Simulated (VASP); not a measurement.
Wanted: the native input for a VASP 6.6.1 run.

* Task: single point
* Functional: PBE
* Dispersion: D3(BJ)
* Potentials or basis: VASP PAW PBE potentials, release 64 (B, O)
* Cutoff: 520 eV
* k mesh: 21 × 21 × 6
* Occupations: gaussian, width 0.15 eV
* Spin: no spin polarisation
* Dipole correction: no
* Further INCAR settings: ALGO = Fast; EDIFF = 1e-07; NBANDS = 21

The structure of B2O lies in POSCAR:

```
B2O
1.0
    2.3782146261      0.0000000000      0.0000000000
   -1.1891073130      2.0595942818      0.0000000000
    0.0000000000      0.0000000000     10.2001625312
B O
4 2
Direct
    0.0000000000      0.0000000000      0.4099026039
    0.0000000000      0.0000000000      0.5900973961
    0.6666666667      0.3333333333      0.0293462865
    0.3333333333      0.6666666667      0.9706537135
    0.6666666667      0.3333333333      0.3525784977
    0.3333333333      0.6666666667      0.6474215023
```

These files were run (other wordings do the same):

INCAR

```
PREC = Accurate
ENCUT = 520
EDIFF = 1E-7
ISMEAR = 0
SIGMA = 0.15
LREAL = False
LASPH = True
NELM = 100
ALGO = Fast
ISIF = 2
LWAVE = False
LCHARG = False
GGA = PE
IVDW = 12
NBANDS = 21
```

KPOINTS

```
regular mesh
0
Gamma
  21 21 6
```

Potentials or basis: VASP PAW PBE potentials, release 64 (B, O).

Command:

```console
$ cat potpaw_PBE.64/B/POTCAR potpaw_PBE.64/O/POTCAR > POTCAR
$ mpirun -np 1 vasp_std > vasp.out
```

Results of the run:

```json
{
 "Pressure": "29.9 GPa",
 "Largest force": "2.754 eV/Å",
 "Band gap on the k mesh": "zero (bands 12 and 13 overlap by 3.29 eV)",
 "Dispersion energy per atom": "-0.143 eV"
}
```

Caveat: the stress differs along the axes, from -0 to 45 GPa; forces of over 1 eV/Å act on the atoms, so gaps and moduli don't describe the material at rest.

Run time: 7.9 min on 1 thread of Oxide Virtual Turin-like Processor, on a shared host, peak memory 0.3 GiB.
